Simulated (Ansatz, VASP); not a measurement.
CeO2: VASP beside Ansatz

INCAR

```
PREC     = Accurate       # precision mode
ENCUT    = 520            # plane-wave cutoff, eV
EDIFF    = 1E-6           # SCF threshold, eV
ISMEAR   = 0              # smearing method
SIGMA    = 0.05           # smearing width, eV
LREAL    = False          # projectors in reciprocal space
LASPH    = True           # aspherical terms in the spheres
NELM     = 100            # most SCF steps
ALGO     = Normal         # electronic algorithm
ISIF     = 2              # what is computed and relaxed
LWAVE    = False          # write WAVECAR
LCHARG   = False          # write CHGCAR
GGA      = RE             # functional
NBANDS   = 19             # bands
```

The input KPOINTS:

```
Automatic mesh
0
Gamma
  8 8 8
```

POSCAR

```
CeO2
1.0
    0.0000000000      2.7100507275      2.7100507275
    2.7100507275      0.0000000000      2.7100507275
    2.7100507275      2.7100507275      0.0000000000
Ce O
1 2
Direct
    0.0000000000      0.0000000000      0.0000000000
    0.2500000000      0.2500000000      0.2500000000
    0.7500000000      0.7500000000      0.7500000000
```

Input for Ansatz:

```yaml
crystal:
  lattice:
    - [0.0, 2.7100507275, 2.7100507275]
    - [2.7100507275, 0.0, 2.7100507275]
    - [2.7100507275, 2.7100507275, 0.0]
  atoms:
    - { symbol: Ce, position: [0.0, 0.0, 0.0] }
    - { symbol: O, position: [0.25, 0.25, 0.25] }
    - { symbol: O, position: [0.75, 0.75, 0.75] }
basis:
  ecutwfc: 420
  ecutrho_ratio: 4
kpoints:
  mp_grid: { grid: [8, 8, 8] }
hamiltonian:
  xc: revpbe
scf:
  occupations: { method: gaussian, width: 0.05 }
output:
  forces: true
  stress: true
  eigenvalues: true
```

Alike in both runs: task single point; functional revPBE; k mesh 8 × 8 × 8; occupations gaussian, width 0.05 eV; no spin polarisation.

|  | VASP | Ansatz |
| --- | --- | --- |
| version | VASP 6.6.1 | Ansatz 0.2.0 |
| potentials or method | VASP PAW PBE potentials, release 64 (Ce, O), cutoff 520 eV | scalar-relativistic, plane waves, PAW |
| valence electrons in the cell | 24 | 24 |

Ansatz gave:

```
gap on the k mesh at the Fermi level (eV) : 1.98
least direct gap on the mesh (eV)         : 2.08
pressure (GPa)                            : 7.3
```

Task: Which values does VASP return?

Result: gap on the k mesh at the Fermi level (eV): 1.94; least direct gap on the mesh (eV): 2.05; pressure (GPa): 7.3.

VASP's potentials were made for PBE, not for revPBE.

Spin-orbit coupling is off throughout.
